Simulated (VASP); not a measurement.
# BaMg2Pb2 in VASP: a series of runs

The runs below take BaMg2Pb2 through single point, with PBE.

Program: VASP 6.6.1. These are calculated values, not measurements. Logs are shortened: lines on timing, memory, paths and dates and some standing lists are left out, and cuts for length are marked.

**1. The cell of the first run**

The cell holds an amorphous packing of atoms, 10 atoms: a = 7.201 Å, b = 7.171 Å, c = 6.932 Å, α = 101.22°, β = 89.23°, γ = 106.51°.

**2. Single point, PBE**

Input file INCAR:

```
SYSTEM = BaMg2Pb2
ALGO = Normal ; EDIFF = 1E-6
ENCUT = 520 ; GGA = PE
ISIF = 2 ; ISMEAR = -1
LASPH = .TRUE. ; LCHARG = .FALSE.
LREAL = .FALSE. ; LWAVE = .FALSE.
NBANDS = 53 ; NELM = 100
PREC = Accurate ; SIGMA = 0.1
```

Input file KPOINTS:

```
k-points
0
G
  2 2 2
  0 0 0
```

Input file POSCAR:

```
BaMg2Pb2
1.0
    7.0435300000     -1.2826200000      0.7705930000
   -0.6595750000      7.0136820000     -1.3389740000
   -0.6817900000     -0.1260830000      6.8976670000
Pb Mg Ba
4 4 2
Direct
    0.0959064698      0.6825472495      0.4802138414
    0.8497890762      0.9827110747      0.8002070939
    0.4126357042      0.0580070574      0.6587584986
    0.7811139545      0.1455654637      0.4215040282
    0.4943159992      0.0000214584      0.0591111869
    0.1982133101      0.3692844310      0.6549987789
    0.1503153319      0.0467933331      0.3018258367
    0.2442052394      0.5972046085      0.0721801437
    0.7890555319      0.4724470053      0.8776413223
    0.6007026285      0.6018851595      0.4091106948
```

Potentials or basis: VASP PAW PBE potentials, release 64 (Pb_d, Mg, Ba_sv).

The run is started by

```bash
$ cat potpaw_PBE.64/Pb_d/POTCAR potpaw_PBE.64/Mg/POTCAR potpaw_PBE.64/Ba_sv/POTCAR > POTCAR
$ mpirun -np 1 vasp_std > vasp.out
```

OUTCAR:

```text
SYSTEM = BaMg2Pb2
   EDIFF = 1E-6
   ENCUT = 520
   GGA = PE
   ISIF = 2
   ISMEAR = -1
   LASPH = .TRUE.
   LREAL = .FALSE.
   NELM = 100
   PREC = Accurate

 ion  position               nearest neighbor table
   1  0.096  0.683  0.480-   6 3.01   8 3.02   7 3.03   3 3.04  10 3.47   2 3.59   9 3.78   4 3.82
                            10 3.85
   2  0.850  0.983  0.800-   5 3.12   4 3.17   6 3.47   3 3.52  10 3.53   1 3.59   9 3.60   9 3.70
                             3 4.07
   3  0.413  0.058  0.659-   5 2.98   1 3.04   6 3.06   4 3.08   7 3.11   9 3.50   2 3.52  10 3.97
                             2 4.07  10 4.43
   4  0.781  0.146  0.422-   7 3.01   3 3.08   5 3.09   2 3.17   6 3.26   9 3.54  10 3.73   1 3.82
                            10 3.86
   5  0.494  0.000  0.059-   8 2.96   3 2.98   7 3.04   4 3.09   2 3.12   9 3.88
   6  0.198  0.369  0.655-   7 2.97   8 3.00   1 3.01   3 3.06   4 3.26   2 3.47   9 3.50  10 3.51

   7  0.150  0.047  0.302-   6 2.97   4 3.01   1 3.03   5 3.04   3 3.11   8 3.55
   8  0.244  0.597  0.072-   5 2.96   6 3.00   1 3.02   9 3.37  10 3.48   7 3.55
   9  0.789  0.472  0.878-   8 3.37   3 3.50   6 3.50   4 3.54   2 3.60   2 3.70   1 3.78   5 3.88
                            10 3.91  10 3.94
  10  0.601  0.602  0.409-   1 3.47   8 3.48   6 3.51   2 3.53   4 3.73   1 3.85   4 3.86   9 3.91
                             9 3.94   3 3.97   3 4.43

  LATTYP: Found a triclinic cell.
 ALAT       =     8.9519465993
 B/A-ratio  =     1.4129342042
 C/A-ratio  =     2.1167853113
 COS(alpha) =     0.0006323703
 COS(beta)  =     0.5336693217
 COS(gamma) =     0.8313783678

  Lattice vectors:

 A1 = (  -1.3413650000,   6.8875990000,   5.5586930000)
 A2 = (  -8.3848950000,   8.1702190000,   4.7881000000)
 A3 = (  12.0639050000,   4.1962760000,  13.9975460000)

Analysis of symmetry for initial positions (statically):
=====================================================================
 Subroutine PRICEL returns:
 Original cell was already a primitive cell.

 Routine SETGRP: Setting up the symmetry group for a
 triclinic supercell.

 Subroutine GETGRP returns: Found  1 space group operations
 (whereof  1 operations were pure point group operations)
 out of a pool of  2 trial point group operations.

The static configuration has the point symmetry C_1 .

Analysis of symmetry for dynamics (positions and initial velocities):
=====================================================================
 Subroutine PRICEL returns:
 Original cell was already a primitive cell.

[... 114 lines left out ...]
   POTIM  = 0.5000    time-step for ionic-motion
   TEBEG  =    0.0;   TEEND  =   0.0 temperature during run
   PSTRESS=    0.0 pullay stress
   NELECT =      84.0000    total number of electrons
   NUPDOWN=      -1.0000    fix difference up-down
   EMIN   =  10.00;   EMAX   =-10.00  energy-range for DOS
   EFERMI =   0.00;   METHOD = LEGACY
   ISMEAR =    -1;   SIGMA  =   0.10  broadening in eV -4-tet -1-fermi 0-gaus
   EFERMI_NEDOS =   21; number of points for ismear=-14 and -15
   IALGO  =     38    algorithm
   IMIX   =      4    mixing-type and parameters
     AMIX     =   0.40;   BMIX     =  1.00
     AMIX_MAG =   1.60;   BMIX_MAG =  1.00
  volume/ion in A,a.u.               =      33.63       226.95
  Fermi-wavevector in a.u.,A,eV,Ry     =   1.030995  1.948298 14.462316  1.062950
  Thomas-Fermi vector in A             =   2.165121
   LORBIT       =      0    0 simple, 1 ext, 2 COOP (PROOUT), +10 PAW based schemes
   GGA     = PE    functional components
   LHFCALC =     F    Hartree Fock is set to
   AEXX    =    0.0000 exact exchange contribution
   IVDW    =     0    specifies the selected vdW correction
   LEPSILON=     F    determine dielectric tensor
   LRPA    =     F    only Hartree local field effects (RPA)
 non-spin polarized calculation
  energy-cutoff  :      520.00
  volume of cell :      336.31
 maximum number of plane-waves:      9069
 NGX is ok and might be reduce to    54
   NGX = 27   NGY = 27   NGZ = 25

 number of electron      84.0000000 magnetization

 Free energy of the ion-electron system (eV)
  ---------------------------------------------------
  ext. energy  EPLUGINS =         0.00000000
  ---------------------------------------------------
  free energy    TOTEN  =       -23.88704685 eV

  energy without entropy =      -23.65152848  energy(sigma->0) =      -23.76928767

 E-fermi :   3.7317     XC(G=0):  -8.6738

 val. band max:        3.7203375241   @ k =   0.0000   0.0000   0.0000
 cond. band min:       3.7491420076   @ k =   0.0000   0.0000   0.0000
 fundamental gap:      0.0288044835
 Fermi energy:         3.7316592389

 k-point     1 :       0.0000    0.0000    0.0000
  band No.  band energies     occupation
      1     -24.7832      2.00000
      2     -24.7104      2.00000
      3     -13.2274      2.00000
      4     -13.1418      2.00000
      5     -13.0953      2.00000
      6     -13.0824      2.00000
[... 437 lines left out ...]
     52       6.4667      0.00000
     53       6.5700      0.00000

------------------------ aborting loop because EDIFF is reached ----------------------------------------

  FORCE on cell =-STRESS in cart. coord.  units (eV):
  Direction    XX          YY          ZZ          XY          YZ          ZX
  --------------------------------------------------------------------------------------
  -------------------------------------------------------------------------------------
  Total        6.0016244      1.3592192      4.1068345      0.4483114      0.9732378     -0.2044269
  in kB       28.5920311      6.4753864     19.5651593      2.1357772      4.6365521     -0.9738996
  external PRESSURE =      18.2108590 kB  Pullay stress =       0.0000000 kB

 VOLUME and BASIS-vectors are now :
 -----------------------------------------------------------------------------
  energy-cutoff  :      520.00
  volume of cell :      336.31
      direct lattice vectors                 reciprocal lattice vectors
     7.043530000 -1.282620000  0.770593000     0.143349349  0.016242442  0.014466058
    -0.659575000  7.013682000 -1.338974000     0.026017768  0.146025740  0.005240905
    -0.681790000 -0.126083000  6.897667000    -0.010964126  0.026531921  0.144377801

 POSITION                                       TOTAL-FORCE (eV/Angst)
 -----------------------------------------------------------------------------------
     -0.10208      4.60361      2.47235        -0.254946     -0.428494      0.145544
      4.79177      5.70157      4.85858         0.586568      0.040277      0.287660
      2.41902     -0.20547      4.78420        -0.294235      0.469484      0.203472
      5.11841     -0.03407      3.31441         0.493810      0.285893     -0.749224
      3.44141     -0.64132      0.78862         0.268814     -0.069777      0.204180
      0.70598      2.25323      4.17624        -0.249306     -0.264191      0.349105
      0.82210      0.09734      2.13507        -0.138087     -0.089089     -0.515552
      1.27695      3.86628     -0.11358         0.225224     -0.116512     -0.022299
      4.64775      2.19088      6.02912        -0.412187      0.357353      0.210486
      3.55515      3.39938      2.47890        -0.225655     -0.184946     -0.113372
 -----------------------------------------------------------------------------------
    total drift:                                0.000411      0.000992     -0.002183

  FREE ENERGIE OF THE ION-ELECTRON SYSTEM (eV)
  ---------------------------------------------------
  free  energy   TOTEN  =       -23.8870468518 eV

  energy  without entropy=      -23.6515284820  energy(sigma->0) =      -23.76928767
```

It took 82 s on 1 thread of Intel Xeon 6975P-C (Granite Rapids), shared host; peak memory 0.46 GiB.

Results:

```yaml
Free_energy: -23.8870 eV
Pressure: 1.8 GPa
Largest_force: 0.942 eV/Å
Band_gap_on_the_k_mesh: zero (band 42 reaches 3.80 eV, above the bottom of band 43 at 3.58 eV)
```

Forces in eV/Å, atoms in the order of the input:
```
Pb  -0.255 -0.428  0.146
Pb   0.587  0.040  0.288
Pb  -0.294  0.469  0.203
Pb   0.494  0.286 -0.749
Mg   0.269 -0.070  0.204
Mg  -0.249 -0.264  0.349
Mg  -0.138 -0.089 -0.516
Mg   0.225 -0.117 -0.022
Ba  -0.412  0.357  0.210
Ba  -0.226 -0.185 -0.113
```

Stress tensor (GPa, compression positive):
```
 2.86  0.21 -0.10
 0.21  0.65  0.46
-0.10  0.46  1.96
```

Caveat: the k points lie up to 0.47 Å⁻¹ apart; spin-orbit coupling is left out, which moves the levels of the heavy elements.

**3. Single point, PBE**

Input file INCAR:

```
  PREC = Accurate
  ENCUT = 520
  EDIFF = 1E-7
  ISMEAR = -1
  SIGMA = 0.1
  LREAL = False
  LASPH = True
  NELM = 100
  ALGO = Normal
  ISIF = 2
  LWAVE = False
  LCHARG = False
  GGA = PE
  NBANDS = 53
```

Input file KPOINTS:

```
Automatic mesh
0
Gamma
  2 2 2
```

Input file POSCAR:

```
BaMg2Pb2
1.0
    7.0435300000     -1.2826200000      0.7705930000
   -0.6595750000      7.0136820000     -1.3389740000
   -0.6817900000     -0.1260830000      6.8976670000
Pb Mg Ba
4 4 2
Direct
    0.0948956016      0.6837937062      0.4800140551
    0.8516083799      0.9823814072      0.8035171466
    0.4119479505      0.0571214797      0.6588375416
    0.7819557791      0.1441434535      0.4183055933
    0.4889895664     -0.0066279880      0.0523274550
    0.1951311448      0.3691782581      0.6587707691
    0.1491151484      0.0490804034      0.3044761793
    0.2359724346      0.5970882378      0.0712630691
    0.7882011002      0.4733833370      0.8782444455
    0.6019251729      0.5999189546      0.4076482030
```

Potentials or basis: VASP PAW PBE potentials, release 64 (Pb_d, Mg, Ba_sv).

The run is started by

```bash
$ cat potpaw_PBE.64/Pb_d/POTCAR potpaw_PBE.64/Mg/POTCAR potpaw_PBE.64/Ba_sv/POTCAR > POTCAR
$ mpirun -np 1 vasp_std > vasp.out
```

Run time: 94 s. Hardware: 1 thread of Intel Xeon 6975P-C (Granite Rapids), shared host; peak memory 0.46 GiB.

Results (log left out):

```yaml
Free_energy: -23.8863 eV
Pressure: 1.8 GPa
Largest_force: 0.813 eV/Å
Band_gap_on_the_k_mesh: zero (band 42 reaches 3.82 eV, above the bottom of band 43 at 3.56 eV)
```

Forces on the atoms (eV/Å):
```
Pb  -0.244 -0.469  0.193
Pb   0.578  0.065  0.224
Pb  -0.208  0.518  0.100
Pb   0.349  0.294 -0.673
Mg   0.292 -0.036  0.300
Mg  -0.185 -0.257  0.299
Mg  -0.065 -0.120 -0.544
Mg   0.312 -0.128  0.079
Ba  -0.499  0.292  0.135
Ba  -0.330 -0.159 -0.114
```

Stress tensor (GPa, compression positive):
```
 2.84  0.19 -0.09
 0.19  0.56  0.45
-0.09  0.45  1.87
```

Levels at points of the mesh, in eV from the Fermi level:
| k point | band 38 | band 39 | band 40 | band 41 | band 42 | band 43 | band 44 | band 45 | band 46 | band 47 |
| --- | --- | --- | --- | --- | --- | --- | --- | --- | --- | --- |
| (0.00, 0.00, 0.00) | -1.50 | -1.30 | -0.84 | -0.58 | -0.01 | 0.03 | 0.22 | 0.68 | 1.18 | 1.29 |
| (0.50, 0.00, 0.00) | -1.49 | -1.24 | -0.91 | -0.71 | -0.57 | -0.17 | 0.49 | 0.97 | 1.24 | 1.51 |
| (0.00, 0.50, 0.00) | -1.52 | -1.20 | -0.76 | -0.60 | -0.36 | -0.16 | 0.25 | 0.81 | 0.97 | 1.06 |
| (0.50, 0.50, 0.00) | -1.52 | -1.19 | -1.11 | -0.69 | -0.21 | 0.28 | 0.61 | 1.20 | 1.26 | 1.51 |
| (0.00, 0.00, 0.50) | -1.39 | -1.13 | -0.90 | -0.77 | 0.08 | 0.14 | 0.77 | 1.00 | 1.27 | 1.55 |
| (0.50, 0.00, 0.50) | -1.29 | -1.09 | -0.50 | -0.25 | -0.07 | 0.19 | 0.33 | 0.61 | 0.89 | 0.97 |
| (0.00, 0.50, 0.50) | -1.57 | -1.22 | -0.48 | -0.16 | -0.05 | 0.22 | 0.63 | 0.90 | 1.27 | 1.41 |
| (0.50, 0.50, 0.50) | -1.31 | -0.74 | -0.40 | -0.34 | 0.06 | 0.17 | 0.41 | 0.57 | 1.11 | 1.21 |

Caveat: the k points lie up to 0.47 Å⁻¹ apart; spin-orbit coupling is left out, which moves the levels of the heavy elements.
